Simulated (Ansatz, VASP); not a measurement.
**Tl: VASP beside Ansatz**

```
Tl
1.0
     3.45947    0.00000    0.00000
    -1.72973    2.99599    0.00000
     0.00000    0.00000    5.51774
Tl
2
Cartesian
  0.0000 1.9973 1.3794
  1.7297 0.9987 4.1383
```

Alike in both runs: functional PBEsol; k mesh 11 × 11 × 6; occupations fermi-dirac, width 0.1 eV; no spin polarisation.

Ansatz relaxed the structure, and its values are those at the end. VASP's run is a single point on that final structure, the one shown.

|  | VASP | Ansatz |
| --- | --- | --- |
| version | VASP 6.6.1 | Ansatz 0.2.0 |
| potentials or method | VASP PAW PBE potentials, release 64 (Tl_d), cutoff 520 eV | plane waves (420 eV) with PAW, scalar-relativistic |
| valence electrons in the cell | 26 | 26 |

VASP gave:

```
pressure (GPa) : -0.1
```

Problem. What did Ansatz give for the same quantities?

Solution. Pressure (GPa): 0.0.

VASP's potentials were made for PBE, not for PBEsol, and Ansatz warns of the same on its side.

Neither program's run includes spin-orbit coupling.
